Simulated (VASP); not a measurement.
# CoO (I4/mmm) in VASP: a series of runs

The runs below take CoO through single point, with PBE.

Program: VASP 6.6.1. These are calculated values, not measurements. Logs are shortened: lines on timing, memory, paths and dates and some standing lists are left out, and cuts for length are marked.

## (1) The cell of the first run

The structure is tetragonal, space group I4/mmm (No. 139). Conventional cell: a = 3.016 Å, b = 3.016 Å, c = 4.215 Å, α = 90.00°, β = 90.00°, γ = 90.00°. Within 2.8 Å of Co (site symmetry 4/mmm) lie 6 O at 2.11 to 2.13 Å. O (site symmetry 4/mmm) has 6 Co at 2.11 to 2.13 Å within 2.8 Å.

## (2) Single point, PBE, collinear spin, ferromagnetic start

The input, INCAR:

```
SYSTEM = CoO
ALGO = Normal ; EDIFF = 1E-7
ENCUT = 520 ; GGA = PE
ISIF = 2 ; ISMEAR = -1
ISPIN = 2 ; LASPH = .TRUE.
LCHARG = .TRUE. ; LELF = .TRUE.
LMAXMIX = 4 ; LORBIT = 11
LREAL = .FALSE. ; LVHAR = .TRUE.
LWAVE = .FALSE. ; MAGMOM = 1 0
NBANDS = 18 ; NELM = 150
NUPDOWN = 1.0 ; PREC = Accurate
SIGMA = 0.05
```

The input, KPOINTS:

```
k-points
0
G
  10 10 10
  0 0 0
```

The input, POSCAR:

```
CoO
1.0
   -1.5080004400      1.5080004400      2.1072503600
    1.5080004400     -1.5080004400      2.1072503600
    1.5080004400      1.5080004400     -2.1072503600
Co O
1 1
Direct
    0.0000000000      0.0000000000      0.0000000000
    0.5000000000      0.5000000000      0.0000000000
```

Potentials or basis: VASP PAW PBE potentials, release 64 (Co, O).

The run is started by

```console
$ cat potpaw_PBE.64/Co/POTCAR potpaw_PBE.64/O/POTCAR > POTCAR
$ mpirun -np 1 vasp_std > vasp.out
```

OUTCAR:

```text
SYSTEM = CoO
   EDIFF = 1E-7
   ENCUT = 520
   GGA = PE
   ISIF = 2
   ISMEAR = -1
   ISPIN = 2
   LASPH = .TRUE.
   LORBIT = 11
   LREAL = .FALSE.
   NELM = 150
   NUPDOWN = 1.0
   PREC = Accurate

 ion  position               nearest neighbor table
   1  0.000  0.000  0.000-   2 2.11   2 2.11   2 2.13   2 2.13   2 2.13   2 2.13
   2  0.500  0.500  0.000-   1 2.11   1 2.11   1 2.13   1 2.13   1 2.13   1 2.13

  LATTYP: Found a body centered tetragonal cell.
 ALAT       =     3.0160008800
 C/A-ratio  =     1.3973804676

  Lattice vectors:

 A1 = (  -1.5080004400,   1.5080004400,   2.1072503600)
 A2 = (   1.5080004400,  -1.5080004400,   2.1072503600)
 A3 = (   1.5080004400,   1.5080004400,  -2.1072503600)

Analysis of symmetry for initial positions (statically):
=====================================================================
 Subroutine PRICEL returns:
 Original cell was already a primitive cell.

 Routine SETGRP: Setting up the symmetry group for a
 body centered tetragonal supercell.

 Subroutine GETGRP returns: Found 16 space group operations
 (whereof 16 operations were pure point group operations)
 out of a pool of 16 trial point group operations.

The static configuration has the point symmetry D_4h.

Analysis of symmetry for dynamics (positions and initial velocities):
=====================================================================
 Subroutine PRICEL returns:
 Original cell was already a primitive cell.

 Routine SETGRP: Setting up the symmetry group for a
 body centered tetragonal supercell.

 Subroutine GETGRP returns: Found 16 space group operations
 (whereof 16 operations were pure point group operations)
 out of a pool of 16 trial point group operations.

The dynamic configuration has the point symmetry D_4h.

Analysis of structural, dynamic, and magnetic symmetry:
=====================================================================
 Subroutine PRICEL returns:
 Original cell was already a primitive cell.

 Routine SETGRP: Setting up the symmetry group for a
 body centered tetragonal supercell.

 Subroutine GETGRP returns: Found 16 space group operations
 (whereof 16 operations were pure point group operations)
 out of a pool of 16 trial point group operations.

The overall configuration has the point symmetry D_4h.

 Subroutine INISYM returns: Found 16 space group operations
 (whereof 16 operations are pure point group operations),
 and found     1 'primitive' translations

----------------------------------------------------------------------------------------

                                     Primitive cell

  volume of cell :      19.1681

  direct lattice vectors                    reciprocal lattice vectors
    -1.508000440  1.508000440  2.107250360     0.000000000  0.331564890  0.237276030
     1.508000440 -1.508000440  2.107250360     0.331564890  0.000000000  0.237276030
     1.508000440  1.508000440 -2.107250360     0.331564890  0.331564890  0.000000000

  length of vectors
     2.998105191  2.998105191  2.998105191     0.407719500  0.407719500  0.468903564

  position of ions in fractional coordinates (direct lattice)
     0.000000000  0.000000000  0.000000000
     0.500000000  0.500000000  0.000000000

  ion indices of the primitive-cell ions
   primitive index   ion index
                 1           1
                 2           2

----------------------------------------------------------------------------------------

 KPOINTS: k-points

Automatic generation of k-mesh.
 Grid dimensions read from file:
 generate k-points for:   10   10   10

 Generating k-lattice:

  Cartesian coordinates                     Fractional coordinates (reciprocal lattice)
     0.000000000  0.033156489  0.023727603     0.100000000  0.000000000  0.000000000
     0.033156489  0.000000000  0.023727603     0.000000000  0.100000000  0.000000000
     0.033156489  0.033156489  0.000000000     0.000000000  0.000000000  0.100000000

  Length of vectors
     0.040771950  0.040771950  0.046890356

  Shift w.r.t. Gamma in fractional coordinates (k-lattice)
     0.000000000  0.000000000  0.000000000

 Subroutine IBZKPT returns following result:
 ===========================================

 Found    102 irreducible k-points:

 Following reciprocal coordinates:
            Coordinates               Weight
  0.000000  0.000000  0.000000      1.000000
  0.100000 -0.000000  0.000000      8.000000
  0.200000 -0.000000  0.000000      8.000000
  0.300000 -0.000000  0.000000      8.000000
  0.400000  0.000000 -0.000000      8.000000
  0.500000  0.000000 -0.000000      4.000000
[... 16 lines left out ...]
  0.300000  0.300000  0.000000      8.000000
  0.400000  0.300000  0.000000     16.000000
 [... further k-points ...]
   k-points           NKPTS =    102   k-points in BZ     NKDIM =    102   number of bands    NBANDS=     18
   number of dos      NEDOS =    301   number of ions     NIONS =      2
   total plane-waves  NPLWV =  13824
   dimension x,y,z NGX =    24 NGY =   24 NGZ =   24
   dimension x,y,z NGXF=    48 NGYF=   48 NGZF=   48
   ions per type =               1   1
   NGX,Y,Z   is equivalent  to a cutoff of  13.31, 13.31, 13.31 a.u.
   NGXF,Y,Z  is equivalent  to a cutoff of  26.62, 26.62, 26.62 a.u.
 SYSTEM =  CoO
   PREC   = accura    normal or accurate (medium, high low for compatibility)
   ISTART =      0    job   : 0-new  1-cont  2-samecut
   ICHARG =      2    charge: 1-file 2-atom 10-const
   ISPIN  =      2    spin polarized calculation?
   LNONCOLLINEAR =      F non collinear calculations
   LSORBIT =      F    spin-orbit coupling
   LASPH  =      T    aspherical Exc in radial PAW
   ENCUT  =  520.0 eV  38.22 Ry    6.18 a.u.   5.57  5.57  5.57*2*pi/ulx,y,z
   NELM   =    150;   NELMIN=  2; NELMDL= -5     # of ELM steps
   EDIFF  = 0.1E-06   stopping-criterion for ELM
   LREAL  =      F    real-space projection
   EDIFFG = 0.1E-05   stopping-criterion for IOM
   NSW    =      0    number of steps for IOM
   IBRION =     -1    ionic relax: 0-MD 1-quasi-New 2-CG
   NFREE  =      0    steps in history (QN), initial steepest desc. (CG)
   ISIF   =      2    stress and relaxation
   ISYM   =      2    0-nonsym 1-usesym 2-fastsym
   POTIM  = 0.5000    time-step for ionic-motion
   TEBEG  =    0.0;   TEEND  =   0.0 temperature during run
   PSTRESS=    0.0 pullay stress
   NELECT =      15.0000    total number of electrons
   NUPDOWN=       1.0000    fix difference up-down
   EMIN   =  10.00;   EMAX   =-10.00  energy-range for DOS
   EFERMI =   0.00;   METHOD = LEGACY
   ISMEAR =    -1;   SIGMA  =   0.05  broadening in eV -4-tet -1-fermi 0-gaus
   EFERMI_NEDOS =   21; number of points for ismear=-14 and -15
   IALGO  =     38    algorithm
   IMIX   =      4    mixing-type and parameters
     AMIX     =   0.40;   BMIX     =  1.00
     AMIX_MAG =   1.60;   BMIX_MAG =  1.00
  volume/ion in A,a.u.               =       9.58        64.68
  Fermi-wavevector in a.u.,A,eV,Ry     =   1.508617  2.850872 30.965828  2.275924
  Thomas-Fermi vector in A             =   2.619047
   LORBIT       =     11    0 simple, 1 ext, 2 COOP (PROOUT), +10 PAW based schemes
   GGA     = PE    functional components
   LHFCALC =     F    Hartree Fock is set to
   AEXX    =    0.0000 exact exchange contribution
   IVDW    =     0    specifies the selected vdW correction
   LEPSILON=     F    determine dielectric tensor
   LRPA    =     F    only Hartree local field effects (RPA)
 spin polarized calculation
  energy-cutoff  :      520.00
  volume of cell :       19.17
 maximum number of plane-waves:       533
 NGX is ok and might be reduce to    24
   NGX = 11   NGY = 11   NGZ = 11

 number of electron      15.0000006 magnetization       1.0000000

 Free energy of the ion-electron system (eV)
  ---------------------------------------------------
  ext. energy  EPLUGINS =         0.00000000
  ---------------------------------------------------
  free energy    TOTEN  =       -12.77848639 eV

  energy without entropy =      -12.76117248  energy(sigma->0) =      -12.76982943

 E-fermi :   7.9973     XC(G=0): -12.4594

 val. band max:        7.9712035213   @ k =   0.1000   0.1000   0.0000
 cond. band min:       7.6509777826   @ k =  -0.3000   0.3000   0.1000
 fundamental gap:     -0.3202257387
 Fermi energy:         7.5397894777

 spin component 1

 k-point     1 :       0.0000    0.0000    0.0000
  band No.  band energies     occupation
      1     -12.4663      1.00000
      2       4.5739      1.00000
      3       4.6130      1.00000
      4       4.6130      1.00000
      5       5.8942      1.00000
      6       5.9155      1.00000
[... 10 lines left out ...]
     17      30.3046      0.00000
     18      33.0133      0.00000
[... 463 lines left out ...]
 k-point    24 :       0.4000    0.3000    0.0000
  band No.  band energies     occupation
      1     -11.1647      1.00000
      2       1.0793      1.00000
      3       1.7301      1.00000
      4       2.5644      1.00000
      5       6.3782      1.00000
      6       7.0870      0.99988
[... 10 lines left out ...]
     17      36.9782      0.00000
     18      38.6249      0.00000

 [... further k-points ...]

 spin component 2

 k-point     1 :       0.0000    0.0000    0.0000
  band No.  band energies     occupation
      1     -12.4854      1.00000
      2       4.5389      1.00000
      3       4.5772      1.00000
      4       4.5772      1.00000
      5       6.6383      1.00000
      6       6.6384      1.00000
[... 10 lines left out ...]
     17      30.6869      0.00000
     18      33.4939      0.00000
[... 463 lines left out ...]
 k-point    24 :       0.4000    0.3000    0.0000
  band No.  band energies     occupation
      1     -11.1934      1.00000
      2       1.1433      1.00000
      3       1.8408      1.00000
      4       2.9000      1.00000
      5       6.9781      1.00000
      6       7.6667      0.99866
[... 10 lines left out ...]
     17      37.2534      0.00000
     18      38.9940      0.00000

 [... further k-points ...]
[... 5 lines left out ...]
  --------------------------------------------------------------------------------------
  -------------------------------------------------------------------------------------
  Total       -1.7338240     -1.7338240     -1.5704150      0.0000000      0.0000000      0.0000000
  in kB     -144.9227388   -144.9227388   -131.2640980      0.0000000      0.0000000      0.0000000
  external PRESSURE =    -140.3698585 kB  Pullay stress =       0.0000000 kB

 VOLUME and BASIS-vectors are now :
 -----------------------------------------------------------------------------
  energy-cutoff  :      520.00
  volume of cell :       19.17
      direct lattice vectors                 reciprocal lattice vectors
    -1.508000440  1.508000440  2.107250360     0.000000000  0.331564890  0.237276030
     1.508000440 -1.508000440  2.107250360     0.331564890  0.000000000  0.237276030
     1.508000440  1.508000440 -2.107250360     0.331564890  0.331564890  0.000000000

 POSITION                                       TOTAL-FORCE (eV/Angst)
 -----------------------------------------------------------------------------------
      0.00000      0.00000      0.00000        -0.000000     -0.000000      0.000000
      0.00000      0.00000      2.10725         0.000000      0.000000     -0.000000
 -----------------------------------------------------------------------------------
    total drift:                               -0.000000      0.000000     -0.000000

  FREE ENERGIE OF THE ION-ELECTRON SYSTEM (eV)
  ---------------------------------------------------
  free  energy   TOTEN  =       -12.7784863874 eV

  energy  without entropy=      -12.7611724825  energy(sigma->0) =      -12.76982943

 total charge

# of ion       s       p       d       tot
------------------------------------------
    1        0.278   0.333   7.293   7.904
    2        1.560   3.372   0.000   4.932
--------------------------------------------------
tot          1.838   3.705   7.293  12.836

 magnetization (x)

# of ion       s       p       d       tot
------------------------------------------
    1        0.015   0.008   0.996   1.019
    2        0.017  -0.050   0.000  -0.033
--------------------------------------------------
tot          0.032  -0.042   0.996   0.986
```

It took 99 s on 1 thread of Intel Xeon Platinum 8259CL at 2.50GHz (Skylake/Cascade Lake), shared host; peak memory 0.18 GiB.

What came out:

- Free energy: -12.7785 eV
- Pressure: -14.0 GPa
- Net moment: 1.00 μB per cell
- Site moments: Co +1.02; O -0.03 μB
- Valence electrons inside the program's atomic spheres: Co 7.90; O 4.93

Stress tensor (GPa, compression positive):
```
-14.49   0.00   0.00
  0.00 -14.49   0.00
  0.00   0.00 -13.13
```

Caveat: the total moment is fixed, so each spin has its own Fermi level; a cell with one magnetic atom can't hold antiferromagnetic order, which such compounds often take.

## (3) Single point, PBE, collinear spin, ferromagnetic start

The input, INCAR:

```
  ALGO = Normal
  EDIFF = 1E-6
  ENCUT = 520
  GGA = PE
  ISIF = 2
  ISMEAR = -1
  ISPIN = 2
  LASPH = T
  LCHARG = F
  LMAXMIX = 4
  LORBIT = 11
  LREAL = F
  LWAVE = F
  MAGMOM = 1.5 0
  NBANDS = 18
  NELM = 150
  NUPDOWN = 1.5
  PREC = Accurate
  SIGMA = 0.05
```

The input, KPOINTS:

```
k-points
0
Gamma
  10 10 10
```

POSCAR is that of step 2.

Potentials or basis: VASP PAW PBE potentials, release 64 (Co, O).

The run is started by

```console
$ cat potpaw_PBE.64/Co/POTCAR potpaw_PBE.64/O/POTCAR > POTCAR
$ mpirun -np 1 vasp_std > vasp.out
```

Run time: 87 s. Hardware: 1 thread of Intel Xeon Platinum 8259CL at 2.50GHz (Skylake/Cascade Lake), shared host; peak memory 0.18 GiB.

Results (log left out):

* Free energy: -12.8778 eV
* Pressure: -11.3 GPa
* Net moment: 1.50 μB per cell
* Site moments: Co +1.47; O +0.01 μB
* Valence electrons inside the program's atomic spheres: Co 7.89; O 4.94

Stress tensor (GPa, compression positive):
```
-11.66   0.00   0.00
  0.00 -11.66   0.00
  0.00   0.00 -10.66
```

Caveat: the total moment is fixed, so each spin has its own Fermi level; a cell with one magnetic atom can't hold antiferromagnetic order, which such compounds often take.

## (4) Single point, PBE, collinear spin, ferromagnetic start

The input, INCAR:

```
  PREC = Accurate
  ENCUT = 520
  EDIFF = 1E-6
  ISMEAR = -1
  SIGMA = 0.05
  LREAL = F
  LASPH = T
  NELM = 150
  ALGO = Normal
  ISIF = 2
  LWAVE = F
  LCHARG = F
  ISPIN = 2
  MAGMOM = 2 0
  LORBIT = 11
  NUPDOWN = 2.0
  LMAXMIX = 4
  GGA = PE
  NBANDS = 18
```

The input, KPOINTS:

```
regular mesh
0
Gamma
  10 10 10
```

POSCAR is that of step 3.

The run is started by

```console
$ cat potpaw_PBE.64/Co/POTCAR potpaw_PBE.64/O/POTCAR > POTCAR
$ mpirun -np 1 vasp_std > vasp.out
```

It took 76 s on 1 thread of Intel Xeon Platinum 8259CL at 2.50GHz (Skylake/Cascade Lake), shared host; peak memory 0.19 GiB.

It converged, with:

```
Free energy                                           : -12.9780 eV
Pressure                                              : -7.9 GPa
Net moment                                            : 2.00 μB per cell
Site moments                                          : Co +1.89; O +0.08 μB
Valence electrons inside the program's atomic spheres : Co 7.86; O 4.95
```

Stress tensor (GPa, compression positive):
```
-8.23  0.00  0.00
 0.00 -8.23  0.00
 0.00  0.00 -7.27
```

Caveat: the total moment is fixed, so each spin has its own Fermi level; a cell with one magnetic atom can't hold antiferromagnetic order, which such compounds often take.

## (5) Single point, PBE, collinear spin, ferromagnetic start

The input, INCAR:

```
ALGO     = Normal         # electronic algorithm
EDIFF    = 1E-7           # SCF threshold, eV
ENCUT    = 520            # plane-wave cutoff, eV
GGA      = PE             # functional
ISIF     = 2              # what is computed and relaxed
ISMEAR   = -1             # smearing method
ISPIN    = 2              # spin polarisation
LASPH    = True           # aspherical terms in the spheres
LCHARG   = False          # write CHGCAR
LMAXMIX  = 4              # l up to which the mixer works
LORBIT   = 11             # projections on sites
LREAL    = False          # projectors in reciprocal space
LWAVE    = False          # write WAVECAR
MAGMOM   = 2.5 0          # initial moments
NBANDS   = 18             # bands
NELM     = 150            # most SCF steps
NUPDOWN  = 2.5            # fixed moment
PREC     = Accurate       # precision mode
SIGMA    = 0.05           # smearing width, eV
```

The input, KPOINTS:

```
k-points
0
Gamma
  10 10 10
```

POSCAR is that of step 4.

The run is started by

```console
$ cat potpaw_PBE.64/Co/POTCAR potpaw_PBE.64/O/POTCAR > POTCAR
$ mpirun -np 1 vasp_std > vasp.out
```

Wall time 86 s (1 thread of Intel Xeon Platinum 8259CL at 2.50GHz (Skylake/Cascade Lake), shared host); peak memory 0.19 GiB.

It converged, with:

```yaml
Free_energy: -13.0436 eV
Pressure: -3.9 GPa
Net_moment: 2.50 μB per cell
Site_moments: Co +2.27; O +0.19 μB
Valence_electrons_inside_the_program's_atomic_spheres: Co 7.83; O 4.97
```

Stress tensor (GPa, compression positive):
```
-3.98  0.00  0.00
 0.00 -3.98  0.00
 0.00  0.00 -3.82
```

Caveat: the total moment is fixed, so each spin has its own Fermi level; a cell with one magnetic atom can't hold antiferromagnetic order, which such compounds often take.

## (6) Single point, PBE, collinear spin, ferromagnetic start

The input, INCAR:

```
PREC = Accurate
ENCUT = 520
EDIFF = 1E-7
ISMEAR = -1
SIGMA = 0.05
LREAL = False
LASPH = True
NELM = 150
ALGO = Normal
ISIF = 2
LWAVE = False
LCHARG = False
ISPIN = 2
MAGMOM = 3 0
LORBIT = 11
NUPDOWN = 3.0
LMAXMIX = 4
GGA = PE
NBANDS = 18
```

The input, KPOINTS:

```
regular mesh
0
Gamma
  10 10 10
```

POSCAR is that of step 5.

Potentials or basis: VASP PAW PBE potentials, release 64 (Co, O).

The run is started by

```console
$ cat potpaw_PBE.64/Co/POTCAR potpaw_PBE.64/O/POTCAR > POTCAR
$ mpirun -np 1 vasp_std > vasp.out
```

It took 76 s on 1 thread of Intel Xeon Platinum 8259CL at 2.50GHz (Skylake/Cascade Lake), shared host; peak memory 0.19 GiB.

Results (log left out):

| Quantity | Value |
| --- | --- |
| Free energy | -13.0589 eV |
| Pressure | 0.5 GPa |
| Net moment | 3.00 μB per cell |
| Site moments | Co +2.62; O +0.33 μB |
| Valence electrons inside the program's atomic spheres | Co 7.80; O 4.99 |

Stress tensor (GPa, compression positive):
```
0.28 0.00 0.00
0.00 0.28 0.00
0.00 0.00 0.90
```

Caveat: the total moment is fixed, so each spin has its own Fermi level; a cell with one magnetic atom can't hold antiferromagnetic order, which such compounds often take.

## (7) Overview

| fixed moment (μB) | pressure (GPa) | moment (μB) |
| --- | --- | --- |
| 1.0 | -14.0 | 1.00 |
| 1.5 | -11.3 | 1.50 |
| 2.0 | -7.9 | 2.00 |
| 2.5 | -3.9 | 2.50 |
| 3.0 | 0.5 | 3.00 |

Alike in all rows: task single point; level PBE; potentials or basis VASP PAW PBE potentials, release 64 (Co, O); spin collinear, ferromagnetic start; cell as given; k mesh 10 × 10 × 10; cutoff (eV) 520; smearing fermi-dirac 0.05 eV.

Caveats: the total moment is fixed, so each spin has its own Fermi level; a cell with one magnetic atom can't hold antiferromagnetic order, which such compounds often take.

Absolute energies hang on the potentials; compare differences alone.
